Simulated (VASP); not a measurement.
Wanted: the native input for a VASP 6.6.1 run.

```
Task                   : single point
Functional             : PBE
Potentials or basis    : VASP PAW PBE potentials, release 64 (Rb_sv)
Cutoff                 : 520 eV
k mesh                 : 8 × 8 × 8
Occupations            : fermi-dirac, width 0.05 eV
Spin                   : no spin polarisation
Dipole correction      : no
Further INCAR settings : ALGO = Normal; EDIFF = 1e-06; NBANDS = 10
```

The structure of Rb lies in POSCAR:

```
Rb
1.0
   -2.8362220291      2.8362220291      2.8362220291
    2.8362220291     -2.8362220291      2.8362220291
    2.8362220291      2.8362220291     -2.8362220291
Rb
1
Direct
    0.0000000000      0.0000000000      0.0000000000
```

The input as run:

INCAR

```
PREC = Accurate
ENCUT = 520
EDIFF = 1E-6
ISMEAR = -1
SIGMA = 0.05
LREAL = False
LASPH = True
NELM = 80
ALGO = Normal
ISIF = 2
LWAVE = False
LCHARG = False
GGA = PE
NBANDS = 10
```

KPOINTS

```
Automatic mesh
0
Gamma
  8 8 8
```

Potentials or basis: VASP PAW PBE potentials, release 64 (Rb_sv).

Run with:

```sh
$ cat potpaw_PBE.64/Rb_sv/POTCAR > POTCAR
$ mpirun -np 1 vasp_std > vasp.out
```

It gave:

```json
{
  "Pressure": "0.0 GPa"
}
```

Wall time 17 s on 1 thread of Intel(R) Xeon(R) Platinum 8375C CPU @ 2.90GHz (Ice Lake), with other jobs on the host, peak memory 0.23 GiB.
